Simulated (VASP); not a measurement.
Here is a VASP 6.6.1 calculation.

INCAR

```
SYSTEM = W
PREC = Accurate
ENCUT = 520
EDIFF = 1E-7
ISMEAR = -1
SIGMA = 0.05
LREAL = .FALSE.
LASPH = .TRUE.
NELM = 100
ALGO = Normal
ISIF = 2
LWAVE = .FALSE.
LCHARG = .FALSE.
GGA = PS
NBANDS = 13
```

Contents of KPOINTS:

```
Automatic mesh
0
G
  11 11 11
  0 0 0
```

POSCAR

```
W
1.0
    0.0000000000      1.9458666475      1.9458666475
    1.9458666475      0.0000000000      1.9458666475
    1.9458666475      1.9458666475      0.0000000000
W
1
Direct
    0.0000000000      0.0000000000      0.0000000000
```

Potentials or basis: VASP PAW PBE potentials, release 64 (W_sv).

Launch:

```console
$ cat potpaw_PBE.64/W_sv/POTCAR > POTCAR
$ mpirun -np 1 vasp_std > vasp.out
```

Q: Estimate the band gap on the k mesh.

A: Zero (band 7 reaches 15.19 eV, above the bottom of band 8 at 11.13 eV).

Q: Estimate the pressure.

A: 31.1 GPa.

Caveat: the PAW data sets were made with another functional, which shifts forces and pressure a little; spin-orbit coupling is left out, which moves the levels of the heavy elements.
